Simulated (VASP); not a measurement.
Crystal: Zr4ScO.

```
Zr Sc O
1.0
     0.00000    3.50709    3.50709
     3.50709    0.00000    3.50709
     3.50709    3.50709    0.00000
Zr Sc O
4 1 1
Cartesian
  4.3900 2.6242 4.3900
  4.3900 4.3900 2.6242
  2.6242 4.3900 4.3900
  2.6242 2.6242 2.6242
  5.2606 5.2606 5.2606
  0.0000 0.0000 0.0000
```

The cell was built from a structure type or drawn by symmetry, and may not be a known phase.

- Program: VASP 6.6.1
- Task: relaxation of cell and atoms
- Functional: PBE
- Potentials or basis: VASP PAW PBE potentials, release 64 (Zr_sv, Sc_sv, O)
- Cutoff: 600 eV
- k mesh: 4 × 4 × 4
- Occupations: gaussian, width 0.1 eV
- Spin: no spin polarisation

At the start: pressure 65.5 GPa; volume 14.38 Å³/atom.

Where does the relaxation end?

Over 5 steps the energy falls by 1174.4 meV/atom and the volume is 22.40 Å³/atom (+55.8 %); space group F-43m (No. 216, to 0.1 Å) before and after.

Step by step:
```csv
step,energy change (eV),largest force (eV/Å),pressure (GPa),volume (Å³)
1,0.0000,1.4628,65.50,86.27
2,-4.7593,0.2309,-12.72,182.45
3,-7.0450,0.1498,0.02,134.57
4,-7.0437,0.1473,-0.52,135.69
5,-7.0466,0.0292,0.19,134.37
```

Final structure:
```
CELL_PARAMETERS angstrom
0.00000 4.06533 4.06533
4.06533 0.00000 4.06533
4.06533 4.06533 0.00000
ATOMIC_POSITIONS crystal
Zr 0.37847 0.86458 0.37847
Zr 0.37847 0.37847 0.86458
Zr 0.86458 0.37847 0.37847
Zr 0.37847 0.37847 0.37847
Sc 0.75000 0.75000 0.75000
O 0.00000 0.00000 0.00000
```

Caveat: the k points lie up to 0.33 Å⁻¹ apart in the final cell, too coarse for converged energies and pressures of a metal; the volume moved by over 15 % at a fixed basis, so the end points are rough; an odd number of electrons without spin polarisation forces a metal; a magnetic or distorted state may lie lower.
